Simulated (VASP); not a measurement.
# Ge3P2 (P-3m1) in VASP: a series of runs

Ge3P2 is run at these levels: PBE; tasks: single point.

Everything below comes from runs of VASP 6.6.1. Logs are shortened: lines on timing, memory, paths and dates and some standing lists are left out, and cuts for length are marked.

### Step 1. The cell of the first run

It takes space group P-3m1 (No. 164, trigonal). Conventional cell: a = 4.318 Å, b = 4.318 Å, c = 5.214 Å, α = 90.00°, β = 90.00°, γ = 120.00°. Ge (site symmetry -3m) has 6 P at 2.59 Å and 6 Ge at 3.17 Å within 3.4 Å. Ge (site symmetry 3m) has 5 P at 2.54 to 2.78 Å and 6 Ge at 2.81 to 3.17 Å within 3.4 Å. P (site symmetry 3m) has 8 Ge at 2.54 to 2.78 Å and 3 P at 2.88 Å within 3.4 Å.

### Step 2. Single point, PBE

INCAR reads:

```
ALGO = Normal ; EDIFF = 1E-6
ENCUT = 520 ; GGA = PE
ISIF = 2 ; ISMEAR = 0
LASPH = T ; LCHARG = F
LREAL = F ; LWAVE = F
NBANDS = 34 ; NELM = 80
PREC = Accurate ; SIGMA = 0.1
```

KPOINTS reads:

```
k-points
0
Gamma
  6 6 4
```

POSCAR reads:

```
Ge3P2
1.0
    4.3182873679      0.0000000000      0.0000000000
   -2.1591436839      3.7397465614      0.0000000000
    0.0000000000      0.0000000000      5.2139337637
Ge P
3 2
Direct
    0.0000000000      0.0000000000      0.0000000000
    0.3333333333      0.6666666667      0.6250000000
    0.6666666667      0.3333333333      0.3750000000
    0.3333333333      0.6666666667      0.1380000000
    0.6666666667      0.3333333333      0.8620000000
```

Potentials or basis: VASP PAW PBE potentials, release 64 (Ge_d, P).

Launch:

```bash
$ cat potpaw_PBE.64/Ge_d/POTCAR potpaw_PBE.64/P/POTCAR > POTCAR
$ mpirun -np 1 vasp_std > vasp.out
```

OUTCAR:

```text
EDIFF = 1E-6
   ENCUT = 520
   GGA = PE
   ISIF = 2
   ISMEAR = 0
   LASPH = T
   LREAL = F
   NELM = 80
   PREC = Accurate

 ion  position               nearest neighbor table
   1  0.000  0.000  0.000-   4 2.59   5 2.59   4 2.59   5 2.59   5 2.59   4 2.59
   2  0.333  0.667  0.625-   4 2.54   4 2.67   5 2.78   5 2.78   5 2.78   3 2.81   3 2.81   3 2.81

   3  0.667  0.333  0.375-   5 2.54   5 2.67   4 2.78   4 2.78   4 2.78   2 2.81   2 2.81   2 2.81

   4  0.333  0.667  0.138-   2 2.54   1 2.59   1 2.59   1 2.59   2 2.67   3 2.78   3 2.78   3 2.78
                             5 2.88   5 2.88   5 2.88
   5  0.667  0.333  0.862-   3 2.54   1 2.59   1 2.59   1 2.59   3 2.67   2 2.78   2 2.78   2 2.78
                             4 2.88   4 2.88   4 2.88

  LATTYP: Found a hexagonal cell.
 ALAT       =     4.3182873679
 C/A-ratio  =     1.2074077799

  Lattice vectors:

 A1 = (   4.3182873679,   0.0000000000,   0.0000000000)
 A2 = (  -2.1591436839,   3.7397465614,   0.0000000000)
 A3 = (   0.0000000000,   0.0000000000,   5.2139337637)

Analysis of symmetry for initial positions (statically):
=====================================================================
 Subroutine PRICEL returns:
 Original cell was already a primitive cell.

 Routine SETGRP: Setting up the symmetry group for a
 hexagonal supercell.

 Subroutine GETGRP returns: Found 12 space group operations
 (whereof 12 operations were pure point group operations)
 out of a pool of 24 trial point group operations.

The static configuration has the point symmetry D_3d.

Analysis of symmetry for dynamics (positions and initial velocities):
=====================================================================
 Subroutine PRICEL returns:
 Original cell was already a primitive cell.

 Routine SETGRP: Setting up the symmetry group for a
 hexagonal supercell.

 Subroutine GETGRP returns: Found 12 space group operations
 (whereof 12 operations were pure point group operations)
 out of a pool of 24 trial point group operations.

The dynamic configuration has the point symmetry D_3d.

 Subroutine INISYM returns: Found 12 space group operations
 (whereof 12 operations are pure point group operations),
 and found     1 'primitive' translations

----------------------------------------------------------------------------------------

                                     Primitive cell

  volume of cell :      84.2014

  direct lattice vectors                    reciprocal lattice vectors
     4.318287368  0.000000000  0.000000000     0.231573287  0.133698900  0.000000000
    -2.159143684  3.739746561  0.000000000     0.000000000  0.267397799  0.000000000
     0.000000000  0.000000000  5.213933764     0.000000000  0.000000000  0.191793767

  length of vectors
     4.318287368  4.318287368  5.213933764     0.267397799  0.267397799  0.191793767

  position of ions in fractional coordinates (direct lattice)
     0.000000000  0.000000000  0.000000000
     0.333333333  0.666666667  0.625000000
     0.666666667  0.333333333  0.375000000
     0.333333333  0.666666667  0.138000000
     0.666666667  0.333333333  0.862000000

  ion indices of the primitive-cell ions
   primitive index   ion index
                 1           1
                 2           2
                 3           3
                 4           4
                 5           5

----------------------------------------------------------------------------------------

 KPOINTS: k-points

Automatic generation of k-mesh.
 Grid dimensions read from file:
 generate k-points for:    6    6    4

 Generating k-lattice:

  Cartesian coordinates                     Fractional coordinates (reciprocal lattice)
     0.038595548  0.022283150  0.000000000     0.166666667 -0.000000000  0.000000000
     0.000000000  0.044566300  0.000000000     0.000000000  0.166666667  0.000000000
     0.000000000  0.000000000  0.047948442     0.000000000  0.000000000  0.250000000

  Length of vectors
     0.044566300  0.044566300  0.047948442

  Shift w.r.t. Gamma in fractional coordinates (k-lattice)
     0.000000000  0.000000000  0.000000000

 Subroutine IBZKPT returns following result:
 ===========================================

 Found     24 irreducible k-points:

 Following reciprocal coordinates:
            Coordinates               Weight
  0.000000  0.000000  0.000000      1.000000
  0.166667  0.000000  0.000000      6.000000
  0.333333  0.000000  0.000000      6.000000
  0.500000  0.000000  0.000000      3.000000
  0.166667  0.166667  0.000000      6.000000
  0.333333  0.166667  0.000000     12.000000
[... 16 lines left out ...]
  0.333333  0.166667  0.500000     12.000000
  0.333333  0.333333  0.500000      2.000000
   k-points           NKPTS =     24   k-points in BZ     NKDIM =     24   number of bands    NBANDS=     34
   number of dos      NEDOS =    301   number of ions     NIONS =      5
   total plane-waves  NPLWV =  40960
   dimension x,y,z NGX =    32 NGY =   32 NGZ =   40
   dimension x,y,z NGXF=    64 NGYF=   64 NGZF=   80
   ions per type =               3   2
   NGX,Y,Z   is equivalent  to a cutoff of  12.32, 12.32, 12.75 a.u.
   NGXF,Y,Z  is equivalent  to a cutoff of  24.64, 24.64, 25.51 a.u.
 SYSTEM =  unknown system
   PREC   = accura    normal or accurate (medium, high low for compatibility)
   ISTART =      0    job   : 0-new  1-cont  2-samecut
   ICHARG =      2    charge: 1-file 2-atom 10-const
   ISPIN  =      1    spin polarized calculation?
   LNONCOLLINEAR =      F non collinear calculations
   LSORBIT =      F    spin-orbit coupling
   LASPH  =      T    aspherical Exc in radial PAW
   ENCUT  =  520.0 eV  38.22 Ry    6.18 a.u.   8.03  8.03  9.69*2*pi/ulx,y,z
   NELM   =     80;   NELMIN=  2; NELMDL= -5     # of ELM steps
   EDIFF  = 0.1E-05   stopping-criterion for ELM
   LREAL  =      F    real-space projection
   EDIFFG = 0.1E-04   stopping-criterion for IOM
   NSW    =      0    number of steps for IOM
   IBRION =     -1    ionic relax: 0-MD 1-quasi-New 2-CG
   NFREE  =      0    steps in history (QN), initial steepest desc. (CG)
   ISIF   =      2    stress and relaxation
   ISYM   =      2    0-nonsym 1-usesym 2-fastsym
   POTIM  = 0.5000    time-step for ionic-motion
   TEBEG  =    0.0;   TEEND  =   0.0 temperature during run
   PSTRESS=    0.0 pullay stress
   NELECT =      52.0000    total number of electrons
   NUPDOWN=      -1.0000    fix difference up-down
   EMIN   =  10.00;   EMAX   =-10.00  energy-range for DOS
   EFERMI =   0.00;   METHOD = LEGACY
   ISMEAR =     0;   SIGMA  =   0.10  broadening in eV -4-tet -1-fermi 0-gaus
   EFERMI_NEDOS =   21; number of points for ismear=-14 and -15
   IALGO  =     38    algorithm
   IMIX   =      4    mixing-type and parameters
     AMIX     =   0.40;   BMIX     =  1.00
     AMIX_MAG =   1.60;   BMIX_MAG =  1.00
  volume/ion in A,a.u.               =      16.84       113.64
  Fermi-wavevector in a.u.,A,eV,Ry     =   1.394129  2.634521 26.444214  1.943595
  Thomas-Fermi vector in A             =   2.517708
   LORBIT       =      0    0 simple, 1 ext, 2 COOP (PROOUT), +10 PAW based schemes
   GGA     = PE    functional components
   LHFCALC =     F    Hartree Fock is set to
   AEXX    =    0.0000 exact exchange contribution
   IVDW    =     0    specifies the selected vdW correction
   LEPSILON=     F    determine dielectric tensor
   LRPA    =     F    only Hartree local field effects (RPA)
 non-spin polarized calculation
 Gauss-broadening in eV      SIGMA  =   0.10
  energy-cutoff  :      520.00
  volume of cell :       84.20
 maximum number of plane-waves:      2292
   NGX = 17   NGY = 17   NGZ = 19

 number of electron      52.0000032 magnetization

 Free energy of the ion-electron system (eV)
  ---------------------------------------------------
  ext. energy  EPLUGINS =         0.00000000
  ---------------------------------------------------
  free energy    TOTEN  =       -21.42526421 eV

  energy without entropy =      -21.40929058  energy(sigma->0) =      -21.41727739

 E-fermi :   8.0206     XC(G=0): -11.2959

 val. band max:        7.9724347619   @ k =   0.1667   0.0000   0.5000
 cond. band min:       8.0355815381   @ k =   0.1667   0.0000   0.2500
 fundamental gap:      0.0631467763
 Fermi energy:         8.0206013254

 k-point     1 :       0.0000    0.0000    0.0000
  band No.  band energies     occupation
      1     -16.8610      2.00000
      2     -16.8610      2.00000
      3     -16.8245      2.00000
      4     -16.8245      2.00000
      5     -16.8199      2.00000
      6     -16.7875      2.00000
[... 26 lines left out ...]
     33      12.4234      0.00000
     34      12.9146      0.00000

 k-point     2 :       0.1667    0.0000    0.0000
  band No.  band energies     occupation
      1     -16.8596      2.00000
      2     -16.8543      2.00000
      3     -16.8263      2.00000
      4     -16.8198      2.00000
      5     -16.8169      2.00000
      6     -16.7875      2.00000
[... 26 lines left out ...]
     33      13.2341      0.00000
     34      13.7418      0.00000

 k-point     3 :       0.3333    0.0000    0.0000
  band No.  band energies     occupation
      1     -16.8559      2.00000
      2     -16.8388      2.00000
      3     -16.8318      2.00000
      4     -16.8085      2.00000
      5     -16.8081      2.00000
      6     -16.7911      2.00000
[... 26 lines left out ...]
     33      14.2868      0.00000
     34      14.5613      0.00000

 k-point     4 :       0.5000    0.0000    0.0000
  band No.  band energies     occupation
      1     -16.8535      2.00000
      2     -16.8345      2.00000
      3     -16.8268      2.00000
      4     -16.8125      2.00000
      5     -16.7989      2.00000
      6     -16.7895      2.00000
[... 26 lines left out ...]
     33      14.6077      0.00000
     34      15.2781      0.00000

 k-point     5 :       0.1667    0.1667    0.0000
  band No.  band energies     occupation
      1     -16.8580      2.00000
      2     -16.8423      2.00000
      3     -16.8239      2.00000
      4     -16.8227      2.00000
      5     -16.8045      2.00000
      6     -16.7931      2.00000
[... 621 lines left out ...]
 k-point    22 :       0.1667    0.1667    0.5000
  band No.  band energies     occupation
      1     -16.8571      2.00000
      2     -16.8442      2.00000
      3     -16.8218      2.00000
      4     -16.8209      2.00000
      5     -16.8059      2.00000
      6     -16.7899      2.00000
[... 26 lines left out ...]
     33      12.9994      0.00000
     34      13.5087      0.00000

 k-point    23 :       0.3333    0.1667    0.5000
  band No.  band energies     occupation
      1     -16.8571      2.00000
      2     -16.8297      2.00000
      3     -16.8215      2.00000
      4     -16.8117      2.00000
      5     -16.8008      2.00000
      6     -16.7913      2.00000
[... 26 lines left out ...]
     33      12.9633      0.00000
     34      13.8367      0.00000

 k-point    24 :       0.3333    0.3333    0.5000
  band No.  band energies     occupation
      1     -16.8555      2.00000
      2     -16.8210      2.00000
      3     -16.8210      2.00000
      4     -16.8040      2.00000
      5     -16.8040      2.00000
      6     -16.7998      2.00000
[... 26 lines left out ...]
     33      12.5954      0.00000
     34      15.6506      0.00000

------------------------ aborting loop because EDIFF is reached ----------------------------------------

  FORCE on cell =-STRESS in cart. coord.  units (eV):
  Direction    XX          YY          ZZ          XY          YZ          ZX
  --------------------------------------------------------------------------------------
  -------------------------------------------------------------------------------------
  Total        6.1632783      6.1632783      5.6061233      0.0000000      0.0000000      0.0000000
  in kB      117.2743786    117.2743786    106.6728764      0.0000000      0.0000000      0.0000000
  external PRESSURE =     113.7405445 kB  Pullay stress =       0.0000000 kB

 VOLUME and BASIS-vectors are now :
 -----------------------------------------------------------------------------
  energy-cutoff  :      520.00
  volume of cell :       84.20
      direct lattice vectors                 reciprocal lattice vectors
     4.318287368  0.000000000  0.000000000     0.231573287  0.133698900  0.000000000
    -2.159143684  3.739746561  0.000000000     0.000000000  0.267397799  0.000000000
     0.000000000  0.000000000  5.213933764     0.000000000  0.000000000  0.191793767

 POSITION                                       TOTAL-FORCE (eV/Angst)
 -----------------------------------------------------------------------------------
      0.00000      0.00000      0.00000        -0.000000      0.000000      0.000000
     -0.00000      2.49316      3.25871         0.000000     -0.000000     -0.024210
      2.15914      1.24658      1.95523        -0.000000      0.000000      0.024210
     -0.00000      2.49316      0.71952        -0.000000      0.000000      0.702982
      2.15914      1.24658      4.49441        -0.000000      0.000000     -0.702982
 -----------------------------------------------------------------------------------
    total drift:                               -0.000000      0.000000     -0.000000

  FREE ENERGIE OF THE ION-ELECTRON SYSTEM (eV)
  ---------------------------------------------------
  free  energy   TOTEN  =       -21.4252642113 eV

  energy  without entropy=      -21.4092905779  energy(sigma->0) =      -21.41727739
```

It took 76 s on 1 thread of Intel Xeon 8259CL, shared host; peak memory 0.22 GiB.

What came out:

* Free energy: -21.4253 eV
* Pressure: 11.4 GPa
* Largest force: 0.703 eV/Å
* Band gap on the k mesh: zero (bands 26 and 27 overlap by 3.46 eV)

Forces in eV/Å, atoms in the order of the input:
```
Ge   0.000  0.000  0.000
Ge   0.000  0.000 -0.024
Ge   0.000  0.000  0.024
P    0.000  0.000  0.703
P    0.000  0.000 -0.703
```

Caveat: the cell stands under pressure.

### Step 3. Single point, PBE

This run uses another cell than the first one, of 19.41 Å³/atom.

INCAR reads:

```
PREC = Accurate
ENCUT = 520
EDIFF = 1E-6
ISMEAR = 0
SIGMA = 0.1
LREAL = False
LASPH = True
NELM = 60
ALGO = Normal
ISIF = 2
LWAVE = False
LCHARG = False
GGA = PE
NBANDS = 34
```

KPOINTS reads:

```
Automatic mesh
0
Gamma
  6 6 4
```

POSCAR reads:

```
Ge3P2
1.0
    4.5305701762      0.0000000000      0.0000000000
   -2.2652850881      3.9235888662      0.0000000000
    0.0000000000      0.0000000000      5.4591557233
Ge P
3 2
Direct
    0.0000000000      0.0000000000      0.0000000000
    0.3333333333      0.6666666667      0.7049265123
    0.6666666667      0.3333333333      0.2950734877
    0.3333333333      0.6666666667      0.2311051420
    0.6666666667      0.3333333333      0.7688948580
```

Potentials or basis: VASP PAW PBE potentials, release 64 (Ge_d, P).

Launch:

```bash
$ cat potpaw_PBE.64/Ge_d/POTCAR potpaw_PBE.64/P/POTCAR > POTCAR
$ mpirun -np 1 vasp_std > vasp.out
```

Run time: 1.9 min. Hardware: 1 thread of Intel Xeon 8259CL, shared host; peak memory 0.25 GiB.

The run converged. Its results:

- Free energy: -22.8180 eV
- Pressure: 0.0 GPa
- Largest force: 0.020 eV/Å
- Band gap on the k mesh: zero (bands 26 and 27 overlap by 2.58 eV)

Forces on the atoms (eV/Å):
```
Ge   0.000  0.000  0.000
Ge   0.000  0.000  0.020
Ge   0.000  0.000 -0.020
P    0.000  0.000 -0.010
P    0.000  0.000  0.010
```

Stress tensor (GPa, compression positive):
```
-0.01  0.00  0.00
 0.00 -0.01  0.00
 0.00  0.00  0.16
```

Levels at points of the mesh, in eV from the Fermi level:
```csv
k point,band 24,band 25,band 26,band 27,band 28,band 29
"(0.00, 0.00, 0.00)",-2.59,-2.36,-1.52,-0.99,-0.99,1.75
"(0.50, 0.00, 0.00)",-2.41,-1.46,-0.38,1.14,2.26,3.73
"(0.00, 0.00, 0.50)",-3.01,-2.21,-1.76,-1.76,-1.07,0.86
"(0.50, 0.00, 0.50)",-1.19,-0.87,0.76,0.76,2.45,2.98
```

### Step 4. Single point, PBE

This run uses another cell than the first one, of 19.46 Å³/atom.

INCAR reads:

```
SYSTEM = Ge3P2
ALGO     = Normal         ! electronic algorithm
EDIFF    = 1E-6           ! SCF threshold, eV
ENCUT    = 520            ! plane-wave cutoff, eV
GGA      = PE             ! functional
ISIF     = 2              ! what is computed and relaxed
ISMEAR   = 0              ! smearing method
LASPH    = .True.         ! aspherical terms in the spheres
LCHARG   = .True.         ! write CHGCAR
LELF     = .True.         ! ELF
LREAL    = .False.        ! projectors in reciprocal space
LVHAR    = .True.       
LWAVE    = .False.        ! write WAVECAR
NBANDS   = 34             ! bands
NELM     = 100            ! most SCF steps
PREC     = Accurate       ! precision mode
SIGMA    = 0.1            ! smearing width, eV
```

KPOINTS reads:

```
k-points
0
Gamma
  6 6 4
  0 0 0
```

POSCAR reads:

```
Ge3P2
1.0
    4.5407215840      0.0000000000      0.0000000000
   -2.2703607920      3.9323802432      0.0000000000
    0.0000000000      0.0000000000      5.4495658978
Ge P
3 2
Direct
    0.0000000000      0.0000000000      0.0000000000
    0.3333333333      0.6666666667      0.7078624919
    0.6666666667      0.3333333333      0.2921375081
    0.3333333333      0.6666666667      0.2312919139
    0.6666666667      0.3333333333      0.7687080861
```

Launch:

```bash
$ cat potpaw_PBE.64/Ge_d/POTCAR potpaw_PBE.64/P/POTCAR > POTCAR
$ mpirun -np 1 vasp_std > vasp.out
```

Run time: 1.8 min. Hardware: 1 thread of Intel Xeon 8259CL, shared host; peak memory 0.25 GiB.

The run converged. Its results:

```yaml
Free_energy: -22.8179 eV
Pressure: -0.2 GPa
Largest_force: 0.006 eV/Å
Band_gap_on_the_k_mesh: zero (bands 26 and 27 overlap by 2.59 eV)
```

Forces on the atoms (eV/Å):
```
Ge   0.000  0.000  0.000
Ge   0.000  0.000  0.006
Ge   0.000  0.000 -0.006
P    0.000  0.000  0.002
P    0.000  0.000 -0.002
```

Stress tensor (GPa, compression positive):
```
-0.31  0.00  0.00
 0.00 -0.31  0.00
 0.00  0.00  0.04
```

Levels at points of the mesh, in eV from the Fermi level:
```csv
k point,band 22,band 23,band 24,band 25,band 26,band 27,band 28,band 29,band 30,band 31
"(0.00, 0.00, 0.00)",-3.97,-2.58,-2.58,-2.41,-1.52,-0.99,-0.99,1.75,2.25,2.25
"(0.50, 0.00, 0.00)",-5.37,-3.52,-2.39,-1.46,-0.36,1.19,2.21,3.69,3.78,4.35
"(0.00, 0.00, 0.50)",-3.12,-3.02,-3.02,-2.15,-1.77,-1.77,-1.06,0.88,0.88,1.86
"(0.50, 0.00, 0.50)",-3.97,-3.13,-1.12,-0.82,0.75,0.81,2.43,2.93,2.99,3.58
```

### Step 5. The runs side by side

```tsv
cell	gap on the mesh (eV)	pressure (GPa)	largest force (eV/Å)
a = 4.318, b = 4.318, c = 5.214 Å, angles 90.0, 90.0, 120.0°, 5 atoms, atomic positions A	none	11.4	0.70
a = 4.531, b = 4.531, c = 5.459 Å, angles 90.0, 90.0, 120.0°, 5 atoms, atomic positions B	none	0.0	0.02
a = 4.541, b = 4.541, c = 5.450 Å, angles 90.0, 90.0, 120.0°, 5 atoms, atomic positions C	none	-0.2	0.01
```

Alike in all rows: task single point; level PBE; potentials or basis VASP PAW PBE potentials, release 64 (Ge_d, P); no spin polarisation; k mesh 6 × 6 × 4; cutoff (eV) 520; smearing gaussian 0.1 eV.

Caveats: the cell stands under pressure (at least some runs).

Absolute energies hang on the potentials; compare differences alone.
